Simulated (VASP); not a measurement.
# NaI (I4_1/amd) in VASP: notebook

Runs on NaI. Level: r2SCAN. Tasks: single point.

Everything below comes from runs of VASP 6.6.1. Logs are shortened: lines on timing, memory, paths and dates and some standing lists are left out, and cuts for length are marked.

### 1 The cell of the first run

The structure is tetragonal, space group I4_1/amd (No. 141). Conventional cell: a = 4.429 Å, b = 4.429 Å, c = 16.728 Å, α = 90.00°, β = 90.00°, γ = 90.00°. Within 4.1 Å of Na (site symmetry -4m2) lie 4 I at 3.13 Å. I (site symmetry -4m2) has 4 Na at 3.13 Å within 4.1 Å.

### 2 Single point, r2SCAN

File POSCAR:

```
NaI
1.0
   -2.2145130000      2.2145130000      8.3637720000
    2.2145130000     -2.2145130000      8.3637720000
    2.2145130000      2.2145130000     -8.3637720000
Na I
2 2
Direct
    0.2500000000      0.7500000000      0.5000000000
    0.5000000000      0.5000000000      0.0000000000
    0.7500000000      0.2500000000      0.5000000000
    0.0000000000      0.0000000000      0.0000000000
```

File INCAR.step1:

```
ALGO = Normal
EDIFF = 1E-4
ENCUT = 520
GGA = PE
ISMEAR = -1
LASPH = T
LCHARG = F
LREAL = F
LWAVE = T
NBANDS = 22
NELM = 100
PREC = Accurate
SIGMA = 0.02
```

File INCAR.step2:

```
ALGO = Normal
EDIFF = 1E-6
ENCUT = 520
ISIF = 2
ISMEAR = -1
ISTART = 1
LASPH = T
LCHARG = F
LMIXTAU = T
LREAL = F
LWAVE = F
METAGGA = R2SCAN
NBANDS = 22
NELM = 100
PREC = Accurate
SIGMA = 0.02
```

File KPOINTS:

```
k-points
0
Gamma
  6 6 6
```

Potentials or basis: VASP PAW PBE potentials, release 64 (Na_pv, I).

On the command line:

```console
$ cat potpaw_PBE.64/Na_pv/POTCAR potpaw_PBE.64/I/POTCAR > POTCAR
$ cp INCAR.step1 INCAR
$ mpirun -np 1 vasp_std > vasp.out
$ cp INCAR.step2 INCAR
$ mpirun -np 1 vasp_std > vasp.out
```

OUTCAR:

```text
EDIFF = 1E-6
   ENCUT = 520
   ISIF = 2
   ISMEAR = -1
   ISTART = 1
   LASPH = T
   LREAL = F
   METAGGA = R2SCAN
   NELM = 100
   PREC = Accurate

 ion  position               nearest neighbor table
   1  0.250  0.750  0.500-   3 3.13   3 3.13   3 3.13   3 3.13
   2  0.500  0.500  0.000-   4 3.13   4 3.13   4 3.13   4 3.13
   3  0.750  0.250  0.500-   1 3.13   1 3.13   1 3.13   1 3.13
   4  0.000  0.000  0.000-   2 3.13   2 3.13   2 3.13   2 3.13

  LATTYP: Found a body centered tetragonal cell.
 ALAT       =     4.4290260000
 C/A-ratio  =     3.7767996846

  Lattice vectors:

 A1 = (  -2.2145130000,   2.2145130000,   8.3637720000)
 A2 = (   2.2145130000,  -2.2145130000,   8.3637720000)
 A3 = (   2.2145130000,   2.2145130000,  -8.3637720000)

Analysis of symmetry for initial positions (statically):
=====================================================================
 Subroutine PRICEL returns:
 Original cell was already a primitive cell.

 Routine SETGRP: Setting up the symmetry group for a
 body centered tetragonal supercell.

 Subroutine GETGRP returns: Found 16 space group operations
 (whereof  8 operations were pure point group operations)
 out of a pool of 16 trial point group operations.

The static configuration has the point symmetry D_2d.
 The point group associated with its full space group is D_4h.

Analysis of symmetry for dynamics (positions and initial velocities):
=====================================================================
 Subroutine PRICEL returns:
 Original cell was already a primitive cell.

 Routine SETGRP: Setting up the symmetry group for a
 body centered tetragonal supercell.

 Subroutine GETGRP returns: Found 16 space group operations
 (whereof  8 operations were pure point group operations)
 out of a pool of 16 trial point group operations.

The dynamic configuration has the point symmetry D_2d.
 The point group associated with its full space group is D_4h.

 Subroutine INISYM returns: Found 16 space group operations
 (whereof  8 operations are pure point group operations),
 and found     1 'primitive' translations

----------------------------------------------------------------------------------------

                                     Primitive cell

  volume of cell :     164.0660

  direct lattice vectors                    reciprocal lattice vectors
    -2.214513000  2.214513000  8.363772000     0.000000000  0.225783276  0.059781639
     2.214513000 -2.214513000  8.363772000     0.225783276  0.000000000  0.059781639
     2.214513000  2.214513000 -8.363772000     0.225783276  0.225783276  0.000000000

  length of vectors
     8.930891205  8.930891205  8.930891205     0.233563551  0.233563551  0.319305771

  position of ions in fractional coordinates (direct lattice)
     0.250000000  0.750000000  0.500000000
     0.500000000  0.500000000  0.000000000
     0.750000000  0.250000000  0.500000000
     0.000000000  0.000000000  0.000000000

  ion indices of the primitive-cell ions
   primitive index   ion index
                 1           1
                 2           2
                 3           3
                 4           4

----------------------------------------------------------------------------------------

 KPOINTS: k-points

Automatic generation of k-mesh.
 Grid dimensions read from file:
 generate k-points for:    6    6    6

 Generating k-lattice:

  Cartesian coordinates                     Fractional coordinates (reciprocal lattice)
     0.000000000  0.037630546  0.009963607     0.166666667 -0.000000000  0.000000000
     0.037630546  0.000000000  0.009963607    -0.000000000  0.166666667  0.000000000
     0.037630546  0.037630546  0.000000000     0.000000000  0.000000000  0.166666667

  Length of vectors
     0.038927258  0.038927258  0.053217629

  Shift w.r.t. Gamma in fractional coordinates (k-lattice)
     0.000000000  0.000000000  0.000000000

 Subroutine IBZKPT returns following result:
 ===========================================

 Found     30 irreducible k-points:

 Following reciprocal coordinates:
            Coordinates               Weight
  0.000000  0.000000  0.000000      1.000000
  0.166667 -0.000000  0.000000      8.000000
  0.333333  0.000000  0.000000      8.000000
  0.500000  0.000000 -0.000000      4.000000
  0.166667  0.166667  0.000000      8.000000
  0.333333  0.166667 -0.000000     16.000000
[... 16 lines left out ...]
 -0.333333 -0.333333  0.166667      8.000000
 -0.166667 -0.333333  0.166667      8.000000
 [... further k-points ...]
   k-points           NKPTS =     30   k-points in BZ     NKDIM =     30   number of bands    NBANDS=     22
   number of dos      NEDOS =    301   number of ions     NIONS =      4
   total plane-waves  NPLWV = 343000
   dimension x,y,z NGX =    70 NGY =   70 NGZ =   70
   dimension x,y,z NGXF=   140 NGYF=  140 NGZF=  140
   ions per type =               2   2
   NGX,Y,Z   is equivalent  to a cutoff of  13.03, 13.03, 13.03 a.u.
   NGXF,Y,Z  is equivalent  to a cutoff of  26.06, 26.06, 26.06 a.u.
 SYSTEM =  unknown system
   PREC   = accura    normal or accurate (medium, high low for compatibility)
   ISTART =      1    job   : 0-new  1-cont  2-samecut
   ICHARG =      0    charge: 1-file 2-atom 10-const
   ISPIN  =      1    spin polarized calculation?
   LNONCOLLINEAR =      F non collinear calculations
   LSORBIT =      F    spin-orbit coupling
   LASPH  =      T    aspherical Exc in radial PAW
   ENCUT  =  520.0 eV  38.22 Ry    6.18 a.u.  16.61 16.61 16.61*2*pi/ulx,y,z
   NELM   =    100;   NELMIN=  2; NELMDL=  0     # of ELM steps
   EDIFF  = 0.1E-05   stopping-criterion for ELM
   LREAL  =      F    real-space projection
   EDIFFG = 0.1E-04   stopping-criterion for IOM
   NSW    =      0    number of steps for IOM
   IBRION =     -1    ionic relax: 0-MD 1-quasi-New 2-CG
   NFREE  =      0    steps in history (QN), initial steepest desc. (CG)
   ISIF   =      2    stress and relaxation
   ISYM   =      2    0-nonsym 1-usesym 2-fastsym
   POTIM  = 0.5000    time-step for ionic-motion
   TEBEG  =    0.0;   TEEND  =   0.0 temperature during run
   PSTRESS=    0.0 pullay stress
   NELECT =      28.0000    total number of electrons
   NUPDOWN=      -1.0000    fix difference up-down
   EMIN   =  10.00;   EMAX   =-10.00  energy-range for DOS
   EFERMI =   0.00;   METHOD = LEGACY
   ISMEAR =    -1;   SIGMA  =   0.02  broadening in eV -4-tet -1-fermi 0-gaus
   EFERMI_NEDOS =   21; number of points for ismear=-14 and -15
   IALGO  =     38    algorithm
   IMIX   =      4    mixing-type and parameters
     AMIX     =   0.40;   BMIX     =  1.00
     AMIX_MAG =   1.60;   BMIX_MAG =  1.00
  volume/ion in A,a.u.               =      41.02       276.79
  Fermi-wavevector in a.u.,A,eV,Ry     =   0.908074  1.716011 11.219345  0.824599
  Thomas-Fermi vector in A             =   2.031957
   LORBIT       =      0    0 simple, 1 ext, 2 COOP (PROOUT), +10 PAW based schemes
   METAGGA = R2SCAN    functional components
   LHFCALC =     F    Hartree Fock is set to
   AEXX    =    0.0000 exact exchange contribution
   IVDW    =     0    specifies the selected vdW correction
   LEPSILON=     F    determine dielectric tensor
   LRPA    =     F    only Hartree local field effects (RPA)
 non-spin polarized calculation
  energy-cutoff  :      520.00
  volume of cell :      164.07
 maximum number of plane-waves:      4431
 NGX is ok and might be reduce to    70
   NGX = 33   NGY = 33   NGZ = 33

 number of electron      28.0000003 magnetization

 Free energy of the ion-electron system (eV)
  ---------------------------------------------------
  ext. energy  EPLUGINS =         0.00000000
  ---------------------------------------------------
  free energy    TOTEN  =       -61.58085412 eV

  energy without entropy =      -61.58085412  energy(sigma->0) =      -61.58085412

 E-fermi :  -0.0512     XC(G=0):  -7.1716

 val. band max:       -0.4745446716   @ k =  -0.1667   0.1667   0.0000
 cond. band min:       3.2242751920   @ k =   0.0000   0.0000   0.0000
 fundamental gap:      3.6988198636
 Fermi energy:        -0.0512032393

 k-point     1 :       0.0000    0.0000    0.0000
  band No.  band energies     occupation
      1     -24.1713      2.00000
      2     -24.1700      2.00000
      3     -24.1179      2.00000
      4     -24.1179      2.00000
      5     -24.1178      2.00000
      6     -24.1178      2.00000
[... 14 lines left out ...]
     21       9.4947      0.00000
     22       9.4949      0.00000

 k-point     2 :       0.1667   -0.0000    0.0000
  band No.  band energies     occupation
      1     -24.1712      2.00000
      2     -24.1700      2.00000
      3     -24.1189      2.00000
      4     -24.1188      2.00000
      5     -24.1177      2.00000
      6     -24.1176      2.00000
[... 14 lines left out ...]
     21       8.3429      0.00000
     22       9.1426      0.00000

 k-point     3 :       0.3333    0.0000    0.0000
  band No.  band energies     occupation
      1     -24.1709      2.00000
      2     -24.1700      2.00000
      3     -24.1210      2.00000
      4     -24.1209      2.00000
      5     -24.1173      2.00000
      6     -24.1171      2.00000
[... 14 lines left out ...]
     21       8.6437      0.00000
     22       8.8040      0.00000

 k-point     4 :       0.5000    0.0000   -0.0000
  band No.  band energies     occupation
      1     -24.1707      2.00000
      2     -24.1701      2.00000
      3     -24.1221      2.00000
      4     -24.1220      2.00000
      5     -24.1171      2.00000
      6     -24.1169      2.00000
[... 14 lines left out ...]
     21       8.4990      0.00000
     22       8.6615      0.00000

 k-point     5 :       0.1667    0.1667    0.0000
  band No.  band energies     occupation
      1     -24.1710      2.00000
      2     -24.1700      2.00000
      3     -24.1188      2.00000
      4     -24.1187      2.00000
      5     -24.1186      2.00000
      6     -24.1185      2.00000
[... 417 lines left out ...]
 k-point    22 :      -0.1667    0.5000    0.1667
  band No.  band energies     occupation
      1     -24.1707      2.00000
      2     -24.1702      2.00000
      3     -24.1211      2.00000
      4     -24.1209      2.00000
      5     -24.1173      2.00000
      6     -24.1171      2.00000
[... 14 lines left out ...]
     21       8.8218      0.00000
     22       8.8518      0.00000

 k-point    23 :      -0.3333   -0.3333    0.1667
  band No.  band energies     occupation
      1     -24.1708      2.00000
      2     -24.1702      2.00000
      3     -24.1188      2.00000
      4     -24.1188      2.00000
      5     -24.1185      2.00000
      6     -24.1185      2.00000
[... 14 lines left out ...]
     21       8.2696      0.00000
     22       8.3271      0.00000

 k-point    24 :      -0.1667   -0.3333    0.1667
  band No.  band energies     occupation
      1     -24.1710      2.00000
      2     -24.1701      2.00000
      3     -24.1190      2.00000
      4     -24.1188      2.00000
      5     -24.1177      2.00000
      6     -24.1175      2.00000
[... 14 lines left out ...]
     21       8.5586      0.00000
     22       8.9485      0.00000

 [... further k-points ...]
[... 5 lines left out ...]
  --------------------------------------------------------------------------------------
  -------------------------------------------------------------------------------------
  Total       -0.3699083     -0.3699083     -0.2250892      0.0000000      0.0000000      0.0000000
  in kB       -3.6123181     -3.6123181     -2.1980954      0.0000000      0.0000000      0.0000000
  external PRESSURE =      -3.1409105 kB  Pullay stress =       0.0000000 kB

 VOLUME and BASIS-vectors are now :
 -----------------------------------------------------------------------------
  energy-cutoff  :      520.00
  volume of cell :      164.07
      direct lattice vectors                 reciprocal lattice vectors
    -2.214513000  2.214513000  8.363772000     0.000000000  0.225783276  0.059781639
     2.214513000 -2.214513000  8.363772000     0.225783276  0.000000000  0.059781639
     2.214513000  2.214513000 -8.363772000     0.225783276  0.225783276  0.000000000

 POSITION                                       TOTAL-FORCE (eV/Angst)
 -----------------------------------------------------------------------------------
      2.21451      0.00000      4.18189         0.000000     -0.000000     -0.000000
      0.00000      0.00000      8.36377        -0.000000      0.000000      0.000000
      0.00000      2.21451      4.18189        -0.000000      0.000000     -0.000000
      0.00000      0.00000      0.00000         0.000000     -0.000000      0.000000
 -----------------------------------------------------------------------------------
    total drift:                                0.000000     -0.000000      0.000000

  FREE ENERGIE OF THE ION-ELECTRON SYSTEM (eV)
  ---------------------------------------------------
  free  energy   TOTEN  =       -61.5808541205 eV

  energy  without entropy=      -61.5808541205  energy(sigma->0) =      -61.58085412
```

Run time: 35 min. Hardware: 1 thread of Intel Xeon Platinum 8259CL at 2.50GHz (Skylake/Cascade Lake), shared host; peak memory 0.8 GiB.

Results:

```yaml
Free_energy: -61.5809 eV
Pressure: -0.3 GPa
Band_gap_on_the_k_mesh: 3.70 eV (least direct gap 3.74 eV)
```

Levels at points of the mesh, in eV from the valence-band top:
| k point | band 11 | band 12 | band 13 | band 14 | band 15 | band 16 | band 17 | band 18 |
| --- | --- | --- | --- | --- | --- | --- | --- | --- |
| (0.00, 0.00, 0.00) | -0.35 | -0.32 | -0.32 | -0.04 | 3.70 | 5.55 | 6.47 | 6.86 |
| (0.50, 0.00, 0.00) | -0.83 | -0.26 | -0.22 | -0.16 | 5.12 | 5.85 | 6.57 | 7.53 |
| (0.50, 0.50, 0.00) | -1.55 | -1.55 | -0.26 | -0.26 | 4.90 | 4.90 | 6.78 | 6.78 |
| (0.50, 0.50, 0.50) | -0.44 | -0.44 | -0.22 | -0.22 | 4.70 | 4.70 | 6.84 | 6.84 |

Caveat: the PAW data sets were made with another functional, which shifts forces and pressure a little; spin-orbit coupling is left out, which moves the levels of the heavy elements. A k mesh can miss the band edges.

### 3 Single point, r2SCAN

This run uses another cell than the first one, of 41.43 Å³/atom.

File POSCAR:

```
NaI
1.0
   -2.2145130000      2.2145130000      8.4474097200
    2.2145130000     -2.2145130000      8.4474097200
    2.2145130000      2.2145130000     -8.4474097200
Na I
2 2
Direct
    0.2500000000      0.7500000000      0.5000000000
    0.5000000000      0.5000000000      0.0000000000
    0.7500000000      0.2500000000      0.5000000000
    0.0000000000      0.0000000000      0.0000000000
```

File INCAR.step1:

```
SYSTEM = NaI
PREC = Accurate
ENCUT = 520
ISMEAR = -1
SIGMA = 0.02
LREAL = .FALSE.
LASPH = .TRUE.
NELM = 100
NBANDS = 22
GGA = PE
ALGO = Normal
EDIFF = 1E-4
LWAVE = .TRUE.
LCHARG = .FALSE.
```

File INCAR.step2:

```
SYSTEM = NaI
PREC = Accurate
ENCUT = 520
EDIFF = 1E-6
ISMEAR = -1
SIGMA = 0.02
LREAL = .FALSE.
LASPH = .TRUE.
NELM = 100
ALGO = Normal
ISIF = 2
LWAVE = .FALSE.
LCHARG = .TRUE.
METAGGA = R2SCAN
LMIXTAU = .TRUE.
LELF = .TRUE.
LVHAR = .TRUE.
NBANDS = 22
ISTART = 1
```

File KPOINTS:

```
regular mesh
0
G
  6 6 6
  0 0 0
```

Potentials or basis: VASP PAW PBE potentials, release 64 (Na_pv, I).

On the command line:

```console
$ cat potpaw_PBE.64/Na_pv/POTCAR potpaw_PBE.64/I/POTCAR > POTCAR
$ cp INCAR.step1 INCAR
$ mpirun -np 1 vasp_std > vasp.out
$ cp INCAR.step2 INCAR
$ mpirun -np 1 vasp_std > vasp.out
```

Run time: 37 min. Hardware: 1 thread of Intel Xeon Platinum 8259CL at 2.50GHz (Skylake/Cascade Lake), shared host; peak memory 0.8 GiB.

It converged, with:

| Item | Value |
| --- | --- |
| Free energy | -61.5787 eV |
| Pressure | -0.3 GPa |
| Band gap on the k mesh | 3.73 eV (least direct gap 3.77 eV) |

Stress tensor (GPa, compression positive):
```
-0.36  0.00  0.00
 0.00 -0.36  0.00
 0.00  0.00 -0.22
```

Levels at points of the mesh, in eV from the valence-band top:
```csv
k point,band 12,band 13,band 14,band 15,band 16,band 17
"(0.00, 0.00, 0.00)",-0.29,-0.29,-0.04,3.73,5.57,6.51
"(0.50, 0.00, 0.00)",-0.23,-0.21,-0.13,5.15,5.87,6.60
"(0.50, 0.50, 0.00)",-1.52,-0.23,-0.23,4.94,4.94,6.81
"(0.50, 0.50, 0.50)",-0.40,-0.20,-0.20,4.71,4.71,6.87
```

Caveat: the PAW data sets were made with another functional, which shifts forces and pressure a little; spin-orbit coupling is left out, which moves the levels of the heavy elements.

### 4 Single point, r2SCAN

This run uses another cell than the first one, of 41.84 Å³/atom.

File POSCAR:

```
NaI
1.0
   -2.2145130000      2.2145130000      8.5310474400
    2.2145130000     -2.2145130000      8.5310474400
    2.2145130000      2.2145130000     -8.5310474400
Na I
2 2
Direct
    0.2500000000      0.7500000000      0.5000000000
    0.5000000000      0.5000000000      0.0000000000
    0.7500000000      0.2500000000      0.5000000000
    0.0000000000      0.0000000000      0.0000000000
```

File INCAR.step1:

```
  ALGO = Normal
  EDIFF = 1E-4
  ENCUT = 520
  GGA = PE
  ISMEAR = -1
  LASPH = True
  LCHARG = False
  LREAL = False
  LWAVE = True
  NBANDS = 22
  NELM = 80
  PREC = Accurate
  SIGMA = 0.02
```

File INCAR.step2:

```
  ALGO = Normal
  EDIFF = 1E-7
  ENCUT = 520
  ISIF = 2
  ISMEAR = -1
  ISTART = 1
  LASPH = True
  LCHARG = False
  LMIXTAU = True
  LREAL = False
  LWAVE = False
  METAGGA = R2SCAN
  NBANDS = 22
  NELM = 80
  PREC = Accurate
  SIGMA = 0.02
```

File KPOINTS:

```
k-points
0
Gamma
  6 6 6
```

On the command line:

```console
$ cat potpaw_PBE.64/Na_pv/POTCAR potpaw_PBE.64/I/POTCAR > POTCAR
$ cp INCAR.step1 INCAR
$ mpirun -np 1 vasp_std > vasp.out
$ cp INCAR.step2 INCAR
$ mpirun -np 1 vasp_std > vasp.out
```

Wall time 39 min (1 thread of Intel Xeon Platinum 8259CL at 2.50GHz (Skylake/Cascade Lake), shared host); peak memory 0.8 GiB.

The run converged. Its results:

| Item | Value |
| --- | --- |
| Free energy | -61.5765 eV |
| Pressure | -0.3 GPa |
| Band gap on the k mesh | 3.76 eV (least direct gap 3.81 eV) |

Stress tensor (GPa, compression positive):
```
-0.36  0.00  0.00
 0.00 -0.36  0.00
 0.00  0.00 -0.23
```

Levels at points of the mesh, in eV from the valence-band top:
```csv
k point,band 11,band 12,band 13,band 14,band 15,band 16,band 17,band 18
"(0.00, 0.00, 0.00)",-0.28,-0.26,-0.26,-0.05,3.76,5.59,6.55,6.93
"(0.50, 0.00, 0.00)",-0.75,-0.19,-0.19,-0.10,5.18,5.89,6.63,7.51
"(0.50, 0.50, 0.00)",-1.49,-1.49,-0.20,-0.20,4.98,4.98,6.84,6.84
"(0.50, 0.50, 0.50)",-0.36,-0.36,-0.18,-0.18,4.73,4.73,6.90,6.90
```

Caveat: the PAW data sets were made with another functional, which shifts forces and pressure a little; spin-orbit coupling is left out, which moves the levels of the heavy elements. A k mesh can miss the band edges.

### 5 Overview

| cell | gap on the mesh (eV) | pressure (GPa) |
| --- | --- | --- |
| a = 8.931 Å, angles 151.3, 151.3, 41.1°, 4 atoms | 3.70 | -0.3 |
| a = 9.009 Å, angles 151.5, 151.5, 40.7°, 4 atoms | 3.73 | -0.3 |
| a = 9.088 Å, angles 151.8, 151.8, 40.3°, 4 atoms | 3.76 | -0.3 |

Alike in all rows: task single point; level r2SCAN; potentials or basis VASP PAW PBE potentials, release 64 (Na_pv, I); no spin polarisation; k mesh 6 × 6 × 6; cutoff (eV) 520; smearing fermi-dirac 0.02 eV.

Caveats: the PAW data sets were made with another functional, which shifts forces and pressure a little; spin-orbit coupling is left out, which moves the levels of the heavy elements.

Total energies depend on the potentials used, so only differences within one code and one set of settings carry meaning.
